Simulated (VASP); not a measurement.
# MgBP2 (I-42d) in VASP: single point with PBE

Aim: the single point of MgBP2 with PBE.

Program: VASP 6.6.1. These are calculated values, not measurements. Logs are shortened: lines on timing, memory, paths and dates and some standing lists are left out, and cuts for length are marked.

## Step 1: The cell of the first run

It takes space group I-42d (No. 122, tetragonal). The conventional cell has a = 5.438 Å, b = 5.438 Å, c = 9.584 Å, α = 90.00°, β = 90.00°, γ = 90.00°. Within 2.8 Å of P (site symmetry 2) lie 2 B at 2.13 Å and 2 Mg at 2.41 Å. Within 2.8 Å of B (site symmetry -4) lie 4 P at 2.13 Å. Within 3.2 Å of Mg (site symmetry -4) lie 4 P at 2.41 Å.

## Step 2: Single point, PBE

Input file POSCAR:

```
MgBP2
1.0
    0.0000000000      5.4375690000      0.0000000000
    5.4375690000      0.0000000000      0.0000000000
    2.7187840000      2.7187840000     -4.7919790000
P B Mg
4 2 2
Direct
    0.6679000000      0.1250000000      0.2500000000
    0.8750000000      0.9179000000      0.7500000000
    0.0821000000      0.6250000000      0.2500000000
    0.3750000000      0.3321000000      0.7500000000
    0.0000000000      0.0000000000      0.0000000000
    0.7500000000      0.2500000000      0.5000000000
    0.2500000000      0.7500000000      0.5000000000
    0.5000000000      0.5000000000      0.0000000000
```

Input file INCAR.step1:

```
PREC = Accurate ; ENCUT = 520
EDIFF = 1E-6 ; ISMEAR = -1
SIGMA = 0.0407 ; LREAL = False
LASPH = True ; NELM = 100
ALGO = Normal ; ISIF = 2
LWAVE = False ; LCHARG = True
GGA = PE ; NBANDS = 25
```

Input file KPOINTS.step1:

```
Automatic mesh
0
Gamma
  7 7 7
```

Input file INCAR.step2:

```
PREC = Accurate ; ENCUT = 520
EDIFF = 1E-6 ; ISMEAR = -5
SIGMA = 0.0407 ; LREAL = False
LASPH = True ; NELM = 100
ALGO = Normal ; ISIF = 2
LWAVE = False ; LCHARG = False
GGA = PE ; LORBIT = 11
NBANDS = 25 ; NEDOS = 2001
ICHARG = 11
```

Input file KPOINTS.step2:

```
Automatic mesh
0
Gamma
  11 11 11
```

Potentials or basis: VASP PAW PBE potentials, release 64 (P, B, Mg).

The run is started by

```bash
$ cat potpaw_PBE.64/P/POTCAR potpaw_PBE.64/B/POTCAR potpaw_PBE.64/Mg/POTCAR > POTCAR
$ cp INCAR.step1 INCAR
$ cp KPOINTS.step1 KPOINTS
$ mpirun -np 1 vasp_std > vasp.out
$ cp INCAR.step2 INCAR
$ cp KPOINTS.step2 KPOINTS
$ mpirun -np 1 vasp_std > vasp.out
```

OUTCAR:

```text
PREC = Accurate
   ENCUT = 520
   EDIFF = 1E-6
   ISMEAR = -5
   LREAL = False
   LASPH = True
   NELM = 100
   ISIF = 2
   GGA = PE
   LORBIT = 11
   ICHARG = 11

 ion  position               nearest neighbor table
   1  0.668  0.125  0.250-   6 2.13   5 2.13   8 2.41   7 2.41
   2  0.875  0.918  0.750-   5 2.13   6 2.13   7 2.41   8 2.41
   3  0.082  0.625  0.250-   5 2.13   6 2.13   7 2.41   8 2.41
   4  0.375  0.332  0.750-   6 2.13   5 2.13   8 2.41   7 2.41
   5  0.000  0.000  0.000-   2 2.13   1 2.13   3 2.13   4 2.13
   6  0.750  0.250  0.500-   1 2.13   2 2.13   4 2.13   3 2.13
   7  0.250  0.750  0.500-   3 2.41   2 2.41   4 2.41   1 2.41   8 3.62   8 3.62   8 3.62   8 3.62

   8  0.500  0.500  0.000-   4 2.41   1 2.41   3 2.41   2 2.41   7 3.62   7 3.62   7 3.62   7 3.62

  LATTYP: Found a body centered tetragonal cell.
 ALAT       =     5.4375690000
 C/A-ratio  =     1.7625446224

  Lattice vectors:

 A1 = (  -2.7187840000,   2.7187850000,   4.7919790000)
 A2 = (   2.7187850000,  -2.7187840000,   4.7919790000)
 A3 = (   2.7187840000,   2.7187840000,  -4.7919790000)

Analysis of symmetry for initial positions (statically):
=====================================================================
 Subroutine PRICEL returns:
 Original cell was already a primitive cell.

 Routine SETGRP: Setting up the symmetry group for a
 body centered tetragonal supercell.

 Subroutine GETGRP returns: Found  8 space group operations
 (whereof  4 operations were pure point group operations)
 out of a pool of 16 trial point group operations.

The static configuration has the point symmetry S_4 .
 The point group associated with its full space group is D_2d.

Analysis of symmetry for dynamics (positions and initial velocities):
=====================================================================
 Subroutine PRICEL returns:
 Original cell was already a primitive cell.

 Routine SETGRP: Setting up the symmetry group for a
 body centered tetragonal supercell.

 Subroutine GETGRP returns: Found  8 space group operations
 (whereof  4 operations were pure point group operations)
 out of a pool of 16 trial point group operations.

The dynamic configuration has the point symmetry S_4 .
 The point group associated with its full space group is D_2d.

 Subroutine INISYM returns: Found  8 space group operations
 (whereof  4 operations are pure point group operations),
 and found     1 'primitive' translations

----------------------------------------------------------------------------------------

                                     Primitive cell

  volume of cell :     141.6852

  direct lattice vectors                    reciprocal lattice vectors
     0.000000000  5.437569000  0.000000000     0.000000000  0.183905712  0.104341006
     5.437569000  0.000000000  0.000000000     0.183905712  0.000000000  0.104341006
     2.718784000  2.718784000 -4.791979000     0.000000000  0.000000000 -0.208682050

  length of vectors
     5.437569000  5.437569000  6.143829068     0.211443507  0.211443507  0.208682050

  position of ions in fractional coordinates (direct lattice)
     0.667900000  0.125000000  0.250000000
     0.875000000  0.917900000  0.750000000
     0.082100000  0.625000000  0.250000000
     0.375000000  0.332100000  0.750000000
     0.000000000  0.000000000  0.000000000
     0.750000000  0.250000000  0.500000000
     0.250000000  0.750000000  0.500000000
     0.500000000  0.500000000  0.000000000

  ion indices of the primitive-cell ions
   primitive index   ion index
                 1           1
                 2           2
                 3           3
                 4           4
                 5           5
                 6           6
                 7           7
                 8           8

----------------------------------------------------------------------------------------

 KPOINTS: Automatic mesh

Automatic generation of k-mesh.
 Grid dimensions read from file:
 generate k-points for:   11   11   11

 Generating k-lattice:

  Cartesian coordinates                     Fractional coordinates (reciprocal lattice)
     0.000000000  0.016718701  0.009485546     0.090909091  0.000000000  0.000000000
     0.016718701  0.000000000  0.009485546     0.000000000  0.090909091  0.000000000
     0.000000000  0.000000000 -0.018971095     0.000000000  0.000000000  0.090909091

  Length of vectors
     0.019222137  0.019222137  0.018971095

  Shift w.r.t. Gamma in fractional coordinates (k-lattice)
     0.000000000  0.000000000  0.000000000

 TETIRR: Found   1709 inequivalent tetrahedra from     7986

 Subroutine IBZKPT returns following result:
 ===========================================

 Found    126 irreducible k-points:

 Following reciprocal coordinates:
            Coordinates               Weight
  0.000000  0.000000  0.000000      1.000000
  0.090909  0.000000  0.000000      8.000000
  0.181818  0.000000  0.000000      8.000000
  0.272727  0.000000  0.000000      8.000000
  0.363636  0.000000  0.000000      8.000000
  0.454545  0.000000  0.000000      8.000000
[... 16 lines left out ...]
 -0.272727  0.181818  0.000000     16.000000
 -0.181818  0.181818  0.000000      4.000000
 [... further k-points ...]
   k-points           NKPTS =    126   k-points in BZ     NKDIM =    126   number of bands    NBANDS=     25
   number of dos      NEDOS =   2001   number of ions     NIONS =      8
   total plane-waves  NPLWV =  76800
   dimension x,y,z NGX =    40 NGY =   40 NGZ =   48
   dimension x,y,z NGXF=    80 NGYF=   80 NGZF=   96
   ions per type =               4   2   2
   NGX,Y,Z   is equivalent  to a cutoff of  12.23, 12.23, 12.99 a.u.
   NGXF,Y,Z  is equivalent  to a cutoff of  24.46, 24.46, 25.98 a.u.
 SYSTEM =  unknown system
   PREC   = accura    normal or accurate (medium, high low for compatibility)
   ISTART =      0    job   : 0-new  1-cont  2-samecut
   ICHARG =     11    charge: 1-file 2-atom 10-const
   ISPIN  =      1    spin polarized calculation?
   LNONCOLLINEAR =      F non collinear calculations
   LSORBIT =      F    spin-orbit coupling
   LASPH  =      T    aspherical Exc in radial PAW
   ENCUT  =  520.0 eV  38.22 Ry    6.18 a.u.  10.11 10.11 11.42*2*pi/ulx,y,z
   NELM   =    100;   NELMIN=  2; NELMDL=  0     # of ELM steps
   EDIFF  = 0.1E-05   stopping-criterion for ELM
   LREAL  =      F    real-space projection
   EDIFFG = 0.1E-04   stopping-criterion for IOM
   NSW    =      0    number of steps for IOM
   IBRION =     -1    ionic relax: 0-MD 1-quasi-New 2-CG
   NFREE  =      0    steps in history (QN), initial steepest desc. (CG)
   ISIF   =      2    stress and relaxation
   ISYM   =      2    0-nonsym 1-usesym 2-fastsym
   POTIM  = 0.5000    time-step for ionic-motion
   TEBEG  =    0.0;   TEEND  =   0.0 temperature during run
   PSTRESS=    0.0 pullay stress
   NELECT =      30.0000    total number of electrons
   NUPDOWN=      -1.0000    fix difference up-down
   EMIN   =  10.00;   EMAX   =-10.00  energy-range for DOS
   EFERMI =   0.00;   METHOD = LEGACY
   ISMEAR =    -5;   SIGMA  =   0.04  broadening in eV -4-tet -1-fermi 0-gaus
   EFERMI_NEDOS =   21; number of points for ismear=-14 and -15
   IALGO  =     38    algorithm
   IMIX   =      4    mixing-type and parameters
     AMIX     =   0.40;   BMIX     =  1.00
     AMIX_MAG =   1.60;   BMIX_MAG =  1.00
  volume/ion in A,a.u.               =      17.71       119.52
  Fermi-wavevector in a.u.,A,eV,Ry     =   0.975754  1.843908 12.954056  0.952096
  Thomas-Fermi vector in A             =   2.106319
   LORBIT       =     11    0 simple, 1 ext, 2 COOP (PROOUT), +10 PAW based schemes
   GGA     = PE    functional components
   LHFCALC =     F    Hartree Fock is set to
   AEXX    =    0.0000 exact exchange contribution
   IVDW    =     0    specifies the selected vdW correction
   LEPSILON=     F    determine dielectric tensor
   LRPA    =     F    only Hartree local field effects (RPA)
 non-spin polarized calculation
 Fermi weights with tetrahedron method with Bloechl corrections
  energy-cutoff  :      520.00
  volume of cell :      141.69
 maximum number of plane-waves:      3838

 number of electron      29.9999999 magnetization

 Free energy of the ion-electron system (eV)
  ---------------------------------------------------
  ext. energy  EPLUGINS =         0.00000000
  ---------------------------------------------------
  free energy    TOTEN  =       -37.52806904 eV

  energy without entropy =      -37.52806904  energy(sigma->0) =      -37.52806904

 E-fermi :   3.5999     XC(G=0):  -9.3824

 val. band max:        3.7320949739   @ k =   0.0000   0.0000   0.1818
 cond. band min:       3.5864311945   @ k =  -0.3636   0.3636   0.0000
 fundamental gap:     -0.1456637794
 Fermi energy:         3.5999073494

 k-point     1 :       0.0000    0.0000    0.0000
  band No.  band energies     occupation
      1      -8.4116      2.00000
      2      -5.5007      2.00000
      3      -5.5007      2.00000
      4      -5.1981      2.00000
      5      -3.3900      2.00000
      6      -1.0277      2.00000
[... 17 lines left out ...]
     24      10.2090      0.00000
     25      10.2097      0.00000

 k-point     2 :       0.0909    0.0000    0.0000
  band No.  band energies     occupation
      1      -8.3740      2.00000
      2      -5.5689      2.00000
      3      -5.5300      2.00000
      4      -5.2419      2.00000
      5      -3.3024      2.00000
      6      -1.0958      2.00000
[... 608 lines left out ...]
 k-point    24 :      -0.1818    0.1818    0.0000
  band No.  band energies     occupation
      1      -8.1908      2.00000
      2      -5.8644      2.00000
      3      -5.6926      2.00000
      4      -5.2889      2.00000
      5      -3.0758      2.00000
      6      -1.4173      2.00000
[... 17 lines left out ...]
     24      10.1233      0.00000
     25      10.2754      0.00000

 [... further k-points ...]

------------------------ aborting loop because EDIFF is reached ----------------------------------------

  FORCE on cell =-STRESS in cart. coord.  units (eV):
  Direction    XX          YY          ZZ          XY          YZ          ZX
  --------------------------------------------------------------------------------------
  -------------------------------------------------------------------------------------
  Total       -1.6742748     -1.6742748     -3.1235286     -0.0000000     -0.0000003     -0.0000003
  in kB      -18.9327134    -18.9327134    -35.3208870     -0.0000000     -0.0000037     -0.0000037
  external PRESSURE =     -24.3954379 kB  Pullay stress =       0.0000000 kB

 VOLUME and BASIS-vectors are now :
 -----------------------------------------------------------------------------
  energy-cutoff  :      520.00
  volume of cell :      141.69
      direct lattice vectors                 reciprocal lattice vectors
     0.000000000  5.437569000  0.000000000     0.000000000  0.183905712  0.104341006
     5.437569000  0.000000000  0.000000000     0.183905712  0.000000000  0.104341006
     2.718784000  2.718784000 -4.791979000     0.000000000  0.000000000 -0.208682050

 POSITION                                       TOTAL-FORCE (eV/Angst)
 -----------------------------------------------------------------------------------
      1.35939      4.31145     -1.19799         0.000000      2.577379      0.000000
      7.03023      6.79696     -3.59398         2.577379     -0.000000     -0.000000
      4.07818      1.12612     -1.19799        -0.000000     -2.577379      0.000000
      3.84490      4.07818     -3.59398        -2.577379     -0.000000     -0.000000
      0.00000      0.00000      0.00000        -0.000000     -0.000000     -0.000000
      2.71878      5.43757     -2.39599         0.000000     -0.000000     -0.000000
      5.43757      2.71878     -2.39599        -0.000000     -0.000000     -0.000000
      2.71878      2.71878      0.00000         0.000000     -0.000000     -0.000000
 -----------------------------------------------------------------------------------
    total drift:                                0.000001      0.000001      0.000001

  FREE ENERGIE OF THE ION-ELECTRON SYSTEM (eV)
  ---------------------------------------------------
  free  energy   TOTEN  =       -37.5280690387 eV

  energy  without entropy=      -37.5280690387  energy(sigma->0) =      -37.52806904

 total charge

# of ion       s       p       d       tot
------------------------------------------
    1        1.042   1.465   0.000   2.508
    2        1.042   1.465   0.000   2.508
    3        1.042   1.465   0.000   2.508
    4        1.042   1.465   0.000   2.508
    5        0.643   0.972   0.000   1.616
    6        0.643   0.972   0.000   1.616
    7        0.212   0.190   0.039   0.441
    8        0.212   0.190   0.039   0.441
--------------------------------------------------
tot          5.881   8.185   0.078  14.144
```

Run time: 8.6 min. Hardware: 1 thread of Intel Xeon 8259CL, shared host; peak memory 0.54 GiB.

What came out:

| Quantity | Value |
| --- | --- |
| Valence electrons inside the program's atomic spheres | P 2.51; B 1.62; Mg 0.44 |

Caveat: tetrahedron occupations give inexact forces and stress in metals.
